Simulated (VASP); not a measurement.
The system is Rh.

```xyz
1
Lattice="0.0000 1.8352 1.8352 1.8352 0.0000 1.8352 1.8352 1.8352 0.0000" Properties=species:S:1:pos:R:3 pbc="T T T"
Rh    0.0000    0.0000    0.0000
```

Program: VASP 6.6.1. Alike in all runs: task single point; level PBE; potentials or basis VASP PAW PBE potentials, release 64 (Rh_pv); cell as given; k mesh 22 × 22 × 22; cutoff (eV) 520; smearing gaussian 0.15 eV.

Order these runs on this cell by their pressure, lowest first.
A. spin collinear, ferromagnetic start; fixed moment (μB) 0.5
B. spin collinear, ferromagnetic start; fixed moment (μB) 0.875
C. spin collinear; fixed moment (μB) 0.125

C (45.9 GPa), A (48.3 GPa), B (53.2 GPa).

Caveats: the cell stands under pressure; the total moment is fixed, so each spin has its own Fermi level and the state may be an excited one.
